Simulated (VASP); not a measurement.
# LiF3 (P1) in VASP: further runs

The runs below take LiF3 through single point, with LDA.

Program: VASP 6.6.1. These are calculated values, not measurements. Logs are shortened: lines on timing, memory, paths and dates and some standing lists are left out, and cuts for length are marked.

### Step 1. The cell of the first run

The typed cell holds 8 atoms: a = 4.418 Å, b = 4.418 Å, c = 4.653 Å, α = 90.00°, β = 90.00°, γ = 120.00°.

### Step 2. Single point, LDA

INCAR reads:

```
PREC     = Accurate       # precision mode
ENCUT    = 650            # plane-wave cutoff, eV
EDIFF    = 1E-6           # SCF threshold, eV
ISMEAR   = 0              # smearing method
SIGMA    = 0.05           # smearing width, eV
LREAL    = F              # projectors in reciprocal space
LASPH    = T              # aspherical terms in the spheres
NELM     = 120            # most SCF steps
ALGO     = Normal         # electronic algorithm
ISIF     = 2              # what is computed and relaxed
LWAVE    = F              # write WAVECAR
LCHARG   = F              # write CHGCAR
GGA      = CA             # functional
NBANDS   = 34             # bands
GGA_COMPAT= F
```

KPOINTS reads:

```
regular mesh
0
Gamma
  2 2 2
```

POSCAR reads:

```
LiF3
1.0
    4.4183075800      0.0000000000      0.0000000000
   -2.2091537900      3.8263666100      0.0000000000
    0.0000000000      0.0000000000      4.6530210000
Li F
2 6
Direct
    0.3378970018      0.6661504920      0.7623264541
    0.6793945319      0.3211401638      0.2686809279
    0.1563783697      0.3263610436      0.2485060781
    0.1533185226      0.8370510007      0.2482159440
    0.6711714478      0.8451244561      0.2363320518
    0.8381762909      0.6551891796      0.7372302854
    0.8310321528      0.1665002507      0.7765503315
    0.3449211279      0.1597782080      0.7489828651
```

Potentials or basis: VASP PAW LDA potentials, release 64 (Li_sv, F).

Started as:

```sh
> cat potpaw_LDA.64/Li_sv/POTCAR potpaw_LDA.64/F/POTCAR > POTCAR
> mpirun -np 1 vasp_std > vasp.out
```

OUTCAR:

```text
PREC = Accurate
   ENCUT = 650
   EDIFF = 1E-6
   ISMEAR = 0
   LREAL = F
   LASPH = T
   NELM = 120
   ISIF = 2
   GGA = CA

 ion  position               nearest neighbor table
   1  0.338  0.666  0.762-   8 2.17   6 2.19   7 2.20   7 2.22   6 2.24   8 2.25
   2  0.679  0.321  0.269-   5 2.09   3 2.10   4 2.19   4 2.24
   3  0.156  0.326  0.249-   2 2.10
   4  0.153  0.837  0.248-   2 2.19   2 2.24
   5  0.671  0.845  0.236-   2 2.09
   6  0.838  0.655  0.737-   1 2.19   1 2.24
   7  0.831  0.167  0.777-   1 2.20   1 2.22
   8  0.345  0.160  0.749-   1 2.17   1 2.25

  LATTYP: Found a hexagonal cell.
 ALAT       =     4.4183075800
 C/A-ratio  =     1.0531229245

  Lattice vectors:

 A1 = (   4.4183075800,   0.0000000000,   0.0000000000)
 A2 = (  -2.2091537900,   3.8263666100,   0.0000000000)
 A3 = (   0.0000000000,   0.0000000000,   4.6530210000)

Analysis of symmetry for initial positions (statically):
=====================================================================
 Subroutine PRICEL returns:
 Original cell was already a primitive cell.

 Routine SETGRP: Setting up the symmetry group for a
 hexagonal supercell.

 Subroutine GETGRP returns: Found  1 space group operations
 (whereof  1 operations were pure point group operations)
 out of a pool of 24 trial point group operations.

The static configuration has the point symmetry C_1 .

Analysis of symmetry for dynamics (positions and initial velocities):
=====================================================================
 Subroutine PRICEL returns:
 Original cell was already a primitive cell.

 Routine SETGRP: Setting up the symmetry group for a
 hexagonal supercell.

 Subroutine GETGRP returns: Found  1 space group operations
 (whereof  1 operations were pure point group operations)
 out of a pool of 24 trial point group operations.

The dynamic configuration has the point symmetry C_1 .

 Subroutine INISYM returns: Found  1 space group operations
 (whereof  1 operations are pure point group operations),
 and found     1 'primitive' translations

----------------------------------------------------------------------------------------

                                     Primitive cell

  volume of cell :      78.6643

  direct lattice vectors                    reciprocal lattice vectors
     4.418307580  0.000000000  0.000000000     0.226331006  0.130672267  0.000000000
    -2.209153790  3.826366610  0.000000000     0.000000000  0.261344534  0.000000000
     0.000000000  0.000000000  4.653021000     0.000000000  0.000000000  0.214914139

  length of vectors
     4.418307580  4.418307583  4.653021000     0.261344535  0.261344534  0.214914139

  position of ions in fractional coordinates (direct lattice)
     0.337897002  0.666150492  0.762326454
     0.679394532  0.321140164  0.268680928
     0.156378370  0.326361044  0.248506078
     0.153318523  0.837051001  0.248215944
     0.671171448  0.845124456  0.236332052
     0.838176291  0.655189180  0.737230285
     0.831032153  0.166500251  0.776550331
     0.344921128  0.159778208  0.748982865

  ion indices of the primitive-cell ions
   primitive index   ion index
                 1           1
                 2           2
                 3           3
                 4           4
                 5           5
                 6           6
                 7           7
                 8           8

----------------------------------------------------------------------------------------

 KPOINTS: regular mesh

Automatic generation of k-mesh.
 Grid dimensions read from file:
 generate k-points for:    2    2    2

 Generating k-lattice:

  Cartesian coordinates                     Fractional coordinates (reciprocal lattice)
     0.113165503  0.065336134  0.000000000     0.500000000  0.000000000  0.000000000
     0.000000000  0.130672267  0.000000000     0.000000000  0.500000000  0.000000000
     0.000000000  0.000000000  0.107457069     0.000000000  0.000000000  0.500000000

  Length of vectors
     0.130672267  0.130672267  0.107457069

  Shift w.r.t. Gamma in fractional coordinates (k-lattice)
     0.000000000  0.000000000  0.000000000

 Subroutine IBZKPT returns following result:
 ===========================================

 Found      8 irreducible k-points:

 Following reciprocal coordinates:
            Coordinates               Weight
  0.000000  0.000000  0.000000      1.000000
  0.500000 -0.000000  0.000000      1.000000
  0.000000  0.500000  0.000000      1.000000
  0.500000  0.500000  0.000000      1.000000
  0.000000  0.000000  0.500000      1.000000
  0.500000 -0.000000  0.500000      1.000000
  0.000000  0.500000  0.500000      1.000000
  0.500000  0.500000  0.500000      1.000000
   k-points           NKPTS =      8   k-points in BZ     NKDIM =      8   number of bands    NBANDS=     34
   number of dos      NEDOS =    301   number of ions     NIONS =      8
   total plane-waves  NPLWV =  64000
   dimension x,y,z NGX =    40 NGY =   40 NGZ =   40
   dimension x,y,z NGXF=    80 NGYF=   80 NGZF=   80
   ions per type =               2   6
   NGX,Y,Z   is equivalent  to a cutoff of  15.05, 15.05, 14.29 a.u.
   NGXF,Y,Z  is equivalent  to a cutoff of  30.10, 30.10, 28.58 a.u.
 SYSTEM =  unknown system
   PREC   = accura    normal or accurate (medium, high low for compatibility)
   ISTART =      0    job   : 0-new  1-cont  2-samecut
   ICHARG =      2    charge: 1-file 2-atom 10-const
   ISPIN  =      1    spin polarized calculation?
   LNONCOLLINEAR =      F non collinear calculations
   LSORBIT =      F    spin-orbit coupling
   LASPH  =      T    aspherical Exc in radial PAW
   ENCUT  =  650.0 eV  47.77 Ry    6.91 a.u.   9.18  9.18  9.67*2*pi/ulx,y,z
   NELM   =    120;   NELMIN=  2; NELMDL= -5     # of ELM steps
   EDIFF  = 0.1E-05   stopping-criterion for ELM
   LREAL  =      F    real-space projection
   EDIFFG = 0.1E-04   stopping-criterion for IOM
   NSW    =      0    number of steps for IOM
   IBRION =     -1    ionic relax: 0-MD 1-quasi-New 2-CG
   NFREE  =      0    steps in history (QN), initial steepest desc. (CG)
   ISIF   =      2    stress and relaxation
   ISYM   =      2    0-nonsym 1-usesym 2-fastsym
   POTIM  = 0.5000    time-step for ionic-motion
   TEBEG  =    0.0;   TEEND  =   0.0 temperature during run
   PSTRESS=    0.0 pullay stress
   NELECT =      48.0000    total number of electrons
   NUPDOWN=      -1.0000    fix difference up-down
   EMIN   =  10.00;   EMAX   =-10.00  energy-range for DOS
   EFERMI =   0.00;   METHOD = LEGACY
   ISMEAR =     0;   SIGMA  =   0.05  broadening in eV -4-tet -1-fermi 0-gaus
   EFERMI_NEDOS =   21; number of points for ismear=-14 and -15
   IALGO  =     38    algorithm
   IMIX   =      4    mixing-type and parameters
     AMIX     =   0.40;   BMIX     =  1.00
     AMIX_MAG =   1.60;   BMIX_MAG =  1.00
  volume/ion in A,a.u.               =       9.83        66.36
  Fermi-wavevector in a.u.,A,eV,Ry     =   1.388554  2.623986 26.233146  1.928082
  Thomas-Fermi vector in A             =   2.512669
   LORBIT       =      0    0 simple, 1 ext, 2 COOP (PROOUT), +10 PAW based schemes
   GGA     = CA    functional components
   LHFCALC =     F    Hartree Fock is set to
   AEXX    =    0.0000 exact exchange contribution
   IVDW    =     0    specifies the selected vdW correction
   LEPSILON=     F    determine dielectric tensor
   LRPA    =     F    only Hartree local field effects (RPA)
 non-spin polarized calculation
 Gauss-broadening in eV      SIGMA  =   0.05
  energy-cutoff  :      650.00
  volume of cell :       78.66
 maximum number of plane-waves:      2962
 NGX is ok and might be reduce to    40
   NGX = 19   NGY = 19   NGZ = 19

 number of electron      48.0000020 magnetization

 Free energy of the ion-electron system (eV)
  ---------------------------------------------------
  ext. energy  EPLUGINS =         0.00000000
  ---------------------------------------------------
  free energy    TOTEN  =       -26.78680310 eV

  energy without entropy =      -26.75901660  energy(sigma->0) =      -26.77290985

 E-fermi :  -1.9739     XC(G=0): -10.4379

 val. band max:       -1.9933440098   @ k =   0.5000   0.5000   0.0000
 cond. band min:      -1.9661694958   @ k =   0.0000   0.5000   0.5000
 fundamental gap:      0.0271745140
 Fermi energy:        -1.9739381928

 k-point     1 :       0.0000    0.0000    0.0000
  band No.  band energies     occupation
      1     -43.3647      2.00000
      2     -43.3237      2.00000
      3     -23.7229      2.00000
      4     -23.0405      2.00000
      5     -21.8006      2.00000
      6     -21.7591      2.00000
[... 26 lines left out ...]
     33      14.1352      0.00000
     34      14.2126      0.00000

 k-point     2 :       0.5000   -0.0000    0.0000
  band No.  band energies     occupation
      1     -43.3639      2.00000
      2     -43.3234      2.00000
      3     -23.1380      2.00000
      4     -22.8266      2.00000
      5     -22.2407      2.00000
      6     -22.1828      2.00000
[... 26 lines left out ...]
     33      13.0507      0.00000
     34      14.3031      0.00000

 k-point     3 :       0.0000    0.5000    0.0000
  band No.  band energies     occupation
      1     -43.3639      2.00000
      2     -43.3234      2.00000
      3     -23.1480      2.00000
      4     -22.8248      2.00000
      5     -22.2437      2.00000
      6     -22.1614      2.00000
[... 26 lines left out ...]
     33      13.0640      0.00000
     34      14.2997      0.00000
[... 112 lines left out ...]
 k-point     7 :       0.0000    0.5000    0.5000
  band No.  band energies     occupation
      1     -43.3638      2.00000
      2     -43.3233      2.00000
      3     -22.9725      2.00000
      4     -22.8679      2.00000
      5     -22.3042      2.00000
      6     -22.2620      2.00000
[... 26 lines left out ...]
     33      12.6248      0.00000
     34      12.7516      0.00000

 k-point     8 :       0.5000    0.5000    0.5000
  band No.  band energies     occupation
      1     -43.3638      2.00000
      2     -43.3233      2.00000
      3     -22.9638      2.00000
      4     -22.9088      2.00000
      5     -22.2832      2.00000
      6     -22.2251      2.00000
[... 26 lines left out ...]
     33      12.7718      0.00000
     34      13.2075      0.00000

------------------------ aborting loop because EDIFF is reached ----------------------------------------

  FORCE on cell =-STRESS in cart. coord.  units (eV):
  Direction    XX          YY          ZZ          XY          YZ          ZX
  --------------------------------------------------------------------------------------
  -------------------------------------------------------------------------------------
  Total       -7.5107865     -7.3292136      0.6179245     -0.0021144     -0.3779023      0.2219575
  in kB     -152.9742956   -149.2761489     12.5854416     -0.0430646     -7.6968424      4.5206704
  external PRESSURE =     -96.5550010 kB  Pullay stress =       0.0000000 kB

 VOLUME and BASIS-vectors are now :
 -----------------------------------------------------------------------------
  energy-cutoff  :      650.00
  volume of cell :       78.66
      direct lattice vectors                 reciprocal lattice vectors
     4.418307580  0.000000000  0.000000000     0.226331006  0.130672267  0.000000000
    -2.209153790  3.826366610  0.000000000     0.000000000  0.261344534  0.000000000
     0.000000000  0.000000000  4.653021000     0.000000000  0.000000000  0.214914139

 POSITION                                       TOTAL-FORCE (eV/Angst)
 -----------------------------------------------------------------------------------
      0.02130      2.54894      3.54712         0.009044     -0.007182      0.089290
      2.29233      1.22880      1.25018        -0.010692      0.015250      0.019714
     -0.03005      1.24878      1.15630         0.092392      0.554260      0.101354
     -1.17177      3.20286      1.15495         0.437825     -0.202160     -0.132926
      1.09843      3.23376      1.09966        -0.452089     -0.409591      0.326482
      2.25591      2.50699      3.43035        -0.089617      0.036020      0.210020
      3.30393      0.63709      3.61331         0.141211     -0.034458     -0.640298
      1.17099      0.61137      3.48503        -0.128075      0.047861      0.026364
 -----------------------------------------------------------------------------------
    total drift:                               -0.000200      0.000124      0.001243

  FREE ENERGIE OF THE ION-ELECTRON SYSTEM (eV)
  ---------------------------------------------------
  free  energy   TOTEN  =       -26.7868031005 eV

  energy  without entropy=      -26.7590166009  energy(sigma->0) =      -26.77290985
```

It took 57 s on 1 thread of Intel Xeon 8259CL, shared host; peak memory 0.19 GiB.

What came out:

```
Free energy            : -26.7868 eV
Pressure               : -9.7 GPa
Largest force          : 0.692 eV/Å
Band gap on the k mesh : zero (bands 24 and 25 overlap by 0.13 eV)
```

Forces in eV/Å, atoms in the order of the input:
```
Li   0.009 -0.007  0.089
Li  -0.011  0.015  0.020
F    0.092  0.554  0.101
F    0.438 -0.202 -0.133
F   -0.452 -0.410  0.326
F   -0.090  0.036  0.210
F    0.141 -0.034 -0.640
F   -0.128  0.048  0.026
```

Levels at points of the mesh, in eV from the Fermi level:
```
           k point  band 21  band 22  band 23  band 24  band 25  band 26  band 27  band 28
(0.00, 0.00, 0.00)    -0.49    -0.16     0.06     0.09     0.13     0.15     8.52    11.65
(0.50, 0.00, 0.00)    -1.51    -1.26    -0.59    -0.53    -0.02     0.08    10.65    11.09
(0.00, 0.50, 0.00)    -1.52    -1.24    -0.59    -0.53    -0.02     0.08    10.67    11.06
(0.50, 0.50, 0.00)    -1.55    -1.11    -0.66    -0.56    -0.02     0.07    10.62    10.98
(0.00, 0.00, 0.50)    -0.36    -0.31     0.08     0.11     0.12     0.13    10.11    10.33
(0.50, 0.00, 0.50)    -1.46    -1.37    -0.90    -0.82     0.01     0.03    10.67    10.88
(0.00, 0.50, 0.50)    -1.52    -1.30    -0.99    -0.74     0.01     0.04    10.69    10.83
(0.50, 0.50, 0.50)    -1.50    -1.24    -0.91    -0.79     0.02     0.02    10.66    11.00
```

Caveat: the k points lie up to 0.82 Å⁻¹ apart, too coarse for converged energies, forces and pressures.

### Step 3. Single point, LDA

INCAR reads:

```
  PREC = Accurate
  ENCUT = 650
  EDIFF = 1E-6
  ISMEAR = 0
  SIGMA = 0.05
  LREAL = False
  LASPH = True
  NELM = 120
  ALGO = Normal
  ISIF = 2
  LWAVE = False
  LCHARG = False
  NBANDS = 34
  GGA_COMPAT = False
```

KPOINTS reads:

```
Automatic mesh
0
Gamma
  2 2 2
```

POSCAR reads:

```
LiF3
1.0
    4.4183075800      0.0000000000      0.0000000000
   -2.2091537900      3.8263666100      0.0000000000
    0.0000000000      0.0000000000      4.6530210000
Li F
2 6
Direct
    0.3354975167      0.6612035014      0.7675995875
    0.6834198386      0.3154488639      0.2745964396
    0.1538355411      0.3228556294      0.2482387249
    0.1483808634      0.8389444419      0.2475363855
    0.6740851344      0.8497518224      0.2309473781
    0.8412952587      0.6510842410      0.7321071622
    0.8331361095      0.1648326113      0.7877901260
    0.3475154600      0.1574133013      0.7497844948
```

Potentials or basis: VASP PAW LDA potentials, release 64 (Li_sv, F).

Started as:

```sh
> cat potpaw_LDA.64/Li_sv/POTCAR potpaw_LDA.64/F/POTCAR > POTCAR
> mpirun -np 1 vasp_std > vasp.out
```

It took 49 s on 1 thread of Intel Xeon 8259CL, shared host; peak memory 0.19 GiB.

Results (log left out):

```yaml
Free_energy: -26.6958 eV
Pressure: -9.1 GPa
Largest_force: 0.950 eV/Å
Band_gap_on_the_k_mesh: zero (bands 24 and 25 overlap by 0.13 eV)
```

Forces on the atoms (eV/Å):
```
Li   0.010 -0.009  0.117
Li  -0.029  0.033  0.029
F    0.140  0.743  0.160
F    0.578 -0.262 -0.180
F   -0.583 -0.585  0.470
F   -0.102  0.047  0.279
F    0.114 -0.007 -0.892
F   -0.128  0.041  0.017
```

Stress tensor (GPa, compression positive):
```
-14.69  -0.10   0.69
 -0.10 -14.18  -1.14
  0.69  -1.14   1.58
```

Levels at points of the mesh, in eV from the Fermi level:
```csv
k point,band 22,band 23,band 24,band 25,band 26,band 27
"(0.00, 0.00, 0.00)",-0.14,0.05,0.10,0.13,0.15,8.50
"(0.50, 0.00, 0.00)",-1.27,-0.57,-0.50,-0.02,0.09,10.55
"(0.00, 0.50, 0.00)",-1.25,-0.57,-0.48,-0.02,0.09,10.61
"(0.50, 0.50, 0.00)",-1.02,-0.69,-0.52,-0.02,0.07,10.50
"(0.00, 0.00, 0.50)",-0.30,0.07,0.10,0.13,0.14,10.02
"(0.50, 0.00, 0.50)",-1.30,-0.87,-0.79,0.00,0.03,10.60
"(0.00, 0.50, 0.50)",-1.19,-1.02,-0.66,0.00,0.05,10.63
"(0.50, 0.50, 0.50)",-1.11,-0.91,-0.75,0.02,0.03,10.58
```

Caveat: the k points lie up to 0.82 Å⁻¹ apart, too coarse for converged energies, forces and pressures.

The gap in the log of VASP goes by the Fermi energy; the results here count the filled bands.